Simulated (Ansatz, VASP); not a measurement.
# One calculation of SnH3, two programs

INCAR

```
SYSTEM = SnH3
ALGO = Normal
EDIFF = 1E-7
EDIFFG = -0.01
ENCUT = 600
GGA = PE
IBRION = 2
ISIF = 3
ISMEAR = -1
IVDW = 12
LASPH = .True.
LCHARG = .False.
LREAL = .False.
LWAVE = .False.
NELM = 60
NSW = 60
PREC = Accurate
SIGMA = 0.0351
```

Contents of KPOINTS:

```
k-points
0
Gamma
  5 5 5
  0 0 0
```

File POSCAR:

```
SnH3
1.0
    2.4872410000      4.3080200000      0.0000000000
   -2.4872410000      4.3080200000      0.0000000000
    0.0000000000     -2.8720130000      4.3989950000
Sn H
2 6
Direct
    0.0000000000      0.0000000000      0.0000000000
    0.5000000000      0.5000000000      0.5000000000
    0.8780000000      0.6220000000      0.7500000000
    0.2500000000      0.8780000000      0.7500000000
    0.6220000000      0.2500000000      0.7500000000
    0.1220000000      0.3780000000      0.2500000000
    0.7500000000      0.1220000000      0.2500000000
    0.3780000000      0.7500000000      0.2500000000
```

Input for Ansatz:

```yaml
crystal:
  lattice:
    - [2.487241, 4.30802, 0.0]
    - [-2.487241, 4.30802, 0.0]
    - [0.0, -2.872013, 4.398995]
  atoms:
    - { symbol: Sn, position: [0.0, 0.0, 0.0] }
    - { symbol: Sn, position: [0.5, 0.5, 0.5] }
    - { symbol: H, position: [0.878, 0.622, 0.75] }
    - { symbol: H, position: [0.25, 0.878, 0.75] }
    - { symbol: H, position: [0.622, 0.25, 0.75] }
    - { symbol: H, position: [0.122, 0.378, 0.25] }
    - { symbol: H, position: [0.75, 0.122, 0.25] }
    - { symbol: H, position: [0.378, 0.75, 0.25] }
  symmetry: { tolerance: 0.0003 }
kpoints:
  mp_grid: { grid: [5, 5, 5], shift: [0, 0, 0] }
magnetization:
  spin_polarized: false
scf:
  occupations: { method: fermi_dirac, width: 0.0351 }
hamiltonian:
  pseudopotentials: { kind: paw }
  xc: pbe
  dispersion: d3bj
basis:
  ecutwfc: 420
output:
  forces: true
  stress: true
  eigenvalues: true
relax:
  max_steps: 40
  cell: {}
```

Alike in both runs: task relaxation of cell and atoms; functional PBE; dispersion D3(BJ); k mesh 5 × 5 × 5; occupations fermi-dirac, width 0.0351 eV; no spin polarisation.

|  | VASP | Ansatz |
| --- | --- | --- |
| version | VASP 6.6.1 | Ansatz 0.2.0 |
| potentials or method | VASP PAW PBE potentials, release 64 (Sn_d, H), cutoff 600 eV | PAW plane waves |
| valence electrons in the cell | 34 | 34 |

```tsv
	VASP	Ansatz	Ansatz less VASP
gap on the k mesh at the Fermi level, each at its own relaxed structure (eV)	none	none	-
relaxed volume (Å³/atom)	15.17	15.21	+0.043
relaxed cell length with the largest relative difference (Å)	5.557	5.564	+0.0069
```

A gap of «none» marks a metal or a gap that the smearing closes. Ansatz's warnings: structure snapped to symmetry.

Noted on VASP's run: the volume moved by over 15 % at a fixed basis, so the end points are rough.
